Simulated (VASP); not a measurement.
# HfN (Fm-3m) in VASP: a series of runs, part 2 of 2

VASP 6.6.1.

### 3 Electric field gradients, PBEsol (volume scaled by 0.94)

Input file INCAR:

```
PREC = Accurate
ENCUT = 520
EDIFF = 1E-8
ISMEAR = -1
SIGMA = 0.01
LREAL = F
LASPH = T
NELM = 100
ALGO = Normal
ISIF = 2
LWAVE = F
LCHARG = F
GGA = PS
LEFG = T
NBANDS = 14
```

Input file KPOINTS:

```
regular mesh
0
Gamma
  10 10 10
```

Input file POSCAR:

```
HfN
1.0
    0.0000000000      2.2128850196      2.2128850196
    2.2128850196      0.0000000000      2.2128850196
    2.2128850196      2.2128850196      0.0000000000
Hf N
1 1
Direct
    0.0000000000      0.0000000000      0.0000000000
    0.5000000000      0.5000000000      0.5000000000
```

Potentials or basis: VASP PAW PBE potentials, release 64 (Hf_pv, N).

The run is started by

```bash
$ cat potpaw_PBE.64/Hf_pv/POTCAR potpaw_PBE.64/N/POTCAR > POTCAR
$ mpirun -np 1 vasp_std > vasp.out
```

OUTCAR:

```text
PREC = Accurate
   ENCUT = 520
   EDIFF = 1E-8
   ISMEAR = -1
   LREAL = F
   LASPH = T
   NELM = 100
   ISIF = 2
   GGA = PS

 ion  position               nearest neighbor table
   1  0.000  0.000  0.000-   2 2.21   2 2.21   2 2.21   2 2.21   2 2.21   2 2.21
   2  0.500  0.500  0.500-   1 2.21   1 2.21   1 2.21   1 2.21   1 2.21   1 2.21

  LATTYP: Found a face centered cubic cell.
 ALAT       =     4.4257700392

  Lattice vectors:

 A1 = (   0.0000000000,   2.2128850196,   2.2128850196)
 A2 = (   2.2128850196,   0.0000000000,   2.2128850196)
 A3 = (   2.2128850196,   2.2128850196,   0.0000000000)

Analysis of symmetry for initial positions (statically):
=====================================================================
 Subroutine PRICEL returns:
 Original cell was already a primitive cell.

 Routine SETGRP: Setting up the symmetry group for a
 face centered cubic supercell.

 Subroutine GETGRP returns: Found 48 space group operations
 (whereof 48 operations were pure point group operations)
 out of a pool of 48 trial point group operations.

The static configuration has the point symmetry O_h .

Analysis of symmetry for dynamics (positions and initial velocities):
=====================================================================
 Subroutine PRICEL returns:
 Original cell was already a primitive cell.

 Routine SETGRP: Setting up the symmetry group for a
 face centered cubic supercell.

 Subroutine GETGRP returns: Found 48 space group operations
 (whereof 48 operations were pure point group operations)
 out of a pool of 48 trial point group operations.

The dynamic configuration has the point symmetry O_h .

 Subroutine INISYM returns: Found 48 space group operations
 (whereof 48 operations are pure point group operations),
 and found     1 'primitive' translations

----------------------------------------------------------------------------------------

                                     Primitive cell

  volume of cell :      21.6724

  direct lattice vectors                    reciprocal lattice vectors
     0.000000000  2.212885020  2.212885020    -0.225949381  0.225949381  0.225949381
     2.212885020  0.000000000  2.212885020     0.225949381 -0.225949381  0.225949381
     2.212885020  2.212885020  0.000000000     0.225949381  0.225949381 -0.225949381

  length of vectors
     3.129492007  3.129492007  3.129492007     0.391355808  0.391355808  0.391355808

  position of ions in fractional coordinates (direct lattice)
     0.000000000  0.000000000  0.000000000
     0.500000000  0.500000000  0.500000000

  ion indices of the primitive-cell ions
   primitive index   ion index
                 1           1
                 2           2

----------------------------------------------------------------------------------------

 KPOINTS: regular mesh

Automatic generation of k-mesh.
 Grid dimensions read from file:
 generate k-points for:   10   10   10

 Generating k-lattice:

  Cartesian coordinates                     Fractional coordinates (reciprocal lattice)
[... 81 lines left out ...]
  volume/ion in A,a.u.               =      10.84        73.13
  Fermi-wavevector in a.u.,A,eV,Ry     =   1.448115  2.736541 28.531924  2.097037
  Thomas-Fermi vector in A             =   2.565993
   LORBIT       =      0    0 simple, 1 ext, 2 COOP (PROOUT), +10 PAW based schemes
   GGA     = PS    functional components
   LHFCALC =     F    Hartree Fock is set to
   AEXX    =    0.0000 exact exchange contribution
   IVDW    =     0    specifies the selected vdW correction
   LEPSILON=     F    determine dielectric tensor
   LRPA    =     F    only Hartree local field effects (RPA)
 non-spin polarized calculation
  energy-cutoff  :      520.00
  volume of cell :       21.67
 maximum number of plane-waves:       596
   NGX = 11   NGY = 11   NGZ = 11

 number of electron      15.0000002 magnetization

 Free energy of the ion-electron system (eV)
  ---------------------------------------------------
  ext. energy  EPLUGINS =         0.00000000
  ---------------------------------------------------
  free energy    TOTEN  =       -22.94497509 eV

  energy without entropy =      -22.94476501  energy(sigma->0) =      -22.94487005

 E-fermi :   8.7862     XC(G=0): -13.2205

 val. band max:        8.7499834309   @ k =  -0.4000   0.3000   0.0000
 cond. band min:       8.8001571979   @ k =  -0.1000   0.1000   0.0000
 fundamental gap:      0.0501737670
 Fermi energy:         8.7861891922

 k-point     1 :       0.0000    0.0000    0.0000
  band No.  band energies     occupation
      1     -22.0503      2.00000
      2     -22.0503      2.00000
      3     -22.0503      2.00000
      4      -9.0522      2.00000
      5       5.6994      2.00000
      6       5.6994      2.00000
      7       5.6994      2.00000
      8       8.3483      2.00000
      9       8.3483      2.00000
     10       8.3483      2.00000
     11      10.8554      0.00000
     12      10.8554      0.00000
     13      11.1841      0.00000
     14      18.4472      0.00000
[... 377 lines left out ...]
      1     -22.9055      2.00000
      2     -22.3830      2.00000
      3     -22.3456      2.00000
      4      -7.5254      2.00000
      5       2.0101      2.00000
      6       4.0080      2.00000
      7       4.5630      2.00000
      8       6.1205      2.00000
      9      13.1759      0.00000
     10      13.7914      0.00000
     11      13.9358      0.00000
     12      14.1738      0.00000
     13      18.6479      0.00000
     14      20.8459      0.00000

 [... further k-points ...]

------------------------ aborting loop because EDIFF is reached ----------------------------------------

  FORCE on cell =-STRESS in cart. coord.  units (eV):
  Direction    XX          YY          ZZ          XY          YZ          ZX
  --------------------------------------------------------------------------------------
  -------------------------------------------------------------------------------------
  Total        1.8857196      1.8857196      1.8857196      0.0000000      0.0000000      0.0000000
  in kB      139.4058971    139.4058971    139.4058971      0.0000000      0.0000000      0.0000000
  external PRESSURE =     139.4058971 kB  Pullay stress =       0.0000000 kB

 VOLUME and BASIS-vectors are now :
 -----------------------------------------------------------------------------
  energy-cutoff  :      520.00
  volume of cell :       21.67
      direct lattice vectors                 reciprocal lattice vectors
     0.000000000  2.212885020  2.212885020    -0.225949381  0.225949381  0.225949381
     2.212885020  0.000000000  2.212885020     0.225949381 -0.225949381  0.225949381
     2.212885020  2.212885020  0.000000000     0.225949381  0.225949381 -0.225949381

 POSITION                                       TOTAL-FORCE (eV/Angst)
 -----------------------------------------------------------------------------------
      0.00000      0.00000      0.00000        -0.000000      0.000000     -0.000000
      2.21289      2.21289      2.21289         0.000000      0.000000      0.000000
 -----------------------------------------------------------------------------------
    total drift:                                0.000000     -0.000000     -0.000000

  FREE ENERGIE OF THE ION-ELECTRON SYSTEM (eV)
  ---------------------------------------------------
  free  energy   TOTEN  =       -22.9449750855 eV

  energy  without entropy=      -22.9447650131  energy(sigma->0) =      -22.94487005

 Electric field gradients (V/A^2)
---------------------------------------------------------------------
 ion       V_xx      V_yy      V_zz      V_xy      V_xz      V_yz
---------------------------------------------------------------------
   1       0.000    -0.000    -0.000    -0.000    -0.000    -0.000
   2      -0.000    -0.000    -0.000     0.000     0.000     0.000
---------------------------------------------------------------------

 Electric field gradients after diagonalization (V/A^2)
 (convention: |V_zz| > |V_xx| > |V_yy|)
----------------------------------------------------------------------
 ion       V_xx      V_yy      V_zz     asymmetry (V_yy - V_xx)/ V_zz
----------------------------------------------------------------------
   1       0.000     0.000    -0.000       0.000
   2      -0.000    -0.000     0.001       0.000
----------------------------------------------------------------------

           NMR quadrupolar parameters

 Cq : quadrupolar parameter    Cq=e*Q*V_zz/h
 eta: asymmetry parameters     (V_yy - V_xx)/ V_zz
 Q  : nuclear electric quadrupole moment in mb (millibarn)
----------------------------------------------------------------------
 ion       Cq(MHz)       eta       Q (mb)
----------------------------------------------------------------------
   1      -0.000       0.000       1.000
   2       0.000       0.000       1.000
----------------------------------------------------------------------
```

OSZICAR:

```text
N       E                     dE             d eps       ncg     rms          rms(c)
DAV:   1     0.378157182418E+02    0.37816E+02   -0.78252E+03  1316   0.102E+03
DAV:   2    -0.238507153327E+02   -0.61666E+02   -0.58219E+02  1686   0.241E+02
DAV:   3    -0.256750349635E+02   -0.18243E+01   -0.18200E+01  1550   0.343E+01
DAV:   4    -0.256807722171E+02   -0.57373E-02   -0.57369E-02  1556   0.223E+00
DAV:   5    -0.256808024896E+02   -0.30272E-04   -0.30273E-04  1540   0.139E-01    0.568E+01
DAV:   6    -0.230375838655E+02    0.26432E+01   -0.70024E+00  1532   0.212E+01    0.464E+01
DAV:   7    -0.229708938637E+02    0.66690E-01   -0.44505E-01  1634   0.575E+00    0.268E+01
DAV:   8    -0.229484815535E+02    0.22412E-01   -0.69548E-02  1604   0.228E+00    0.459E+00
DAV:   9    -0.229451539559E+02    0.33276E-02   -0.10303E-02  1538   0.796E-01    0.194E+00
DAV:  10    -0.229450055990E+02    0.14836E-03   -0.10043E-03  1768   0.300E-01    0.441E-01
DAV:  11    -0.229449763697E+02    0.29229E-04   -0.75000E-05  1564   0.870E-02    0.653E-02
DAV:  12    -0.229449754519E+02    0.91773E-06   -0.60021E-06  1694   0.207E-02    0.300E-02
DAV:  13    -0.229449751428E+02    0.30912E-06   -0.18213E-07  1610   0.400E-03    0.961E-04
DAV:  14    -0.229449750778E+02    0.65059E-07   -0.12480E-08  1288   0.102E-03    0.371E-03
DAV:  15    -0.229449750855E+02   -0.77780E-08   -0.24363E-09   898   0.493E-04
   1 F= -.22944975E+02 E0= -.22944870E+02  d E =-.210072E-03
```

It took 7.7 s on 1 thread of Intel Xeon Platinum 8488C (Sapphire Rapids), shared host; peak memory 0.14 GiB.

Results:

```yaml
Free_energy: -22.9450 eV
Pressure: 13.9 GPa
```

Caveat: without QUAD_EFG the Cq values of the log hold for a quadrupole moment of 1 mb, not for the nuclei; the PAW data sets were made with another functional, which shifts forces and pressure a little; spin-orbit coupling is left out, which moves the levels of the heavy elements.
